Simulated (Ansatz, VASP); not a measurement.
MoS2 in VASP and in Ansatz

```
Mo S
1.0
     3.18507    0.00000    0.00000
    -1.59253    2.75835    0.00000
     0.00000    0.00000   14.80798
Mo S
2 4
Direct
  0.66667 0.33333 0.25000
  0.33333 0.66667 0.75000
  0.66667 0.33333 0.64448
  0.33333 0.66667 0.35552
  0.66667 0.33333 0.85552
  0.33333 0.66667 0.14448
```

Alike in both runs: functional PBE; k mesh 12 × 12 × 2; occupations gaussian, width 0.02 eV; no spin polarisation.

Ansatz relaxed the structure, and its values are those at the end. VASP's run is a single point on that final structure, the one shown.

```csv
,VASP,Ansatz
version,VASP 6.6.1,Ansatz 0.2.0
potentials or method,"VASP PAW PBE potentials, release 64 (Mo_sv, S), cutoff 520 eV","scalar-relativistic, plane waves, PAW"
valence electrons in the cell,52,52
```

Ansatz gave:

* gap on the k mesh at the Fermi level (eV): 1.45
* least direct gap on the mesh (eV): 1.66
* pressure (GPa): 0.0
* rms of the force components (eV/Å): 0.001

Question: Which values does VASP return?

Answer: gap on the k mesh at the Fermi level (eV): 1.46; least direct gap on the mesh (eV): 1.67; pressure (GPa): -0.1; rms of the force components (eV/Å): 0.005.
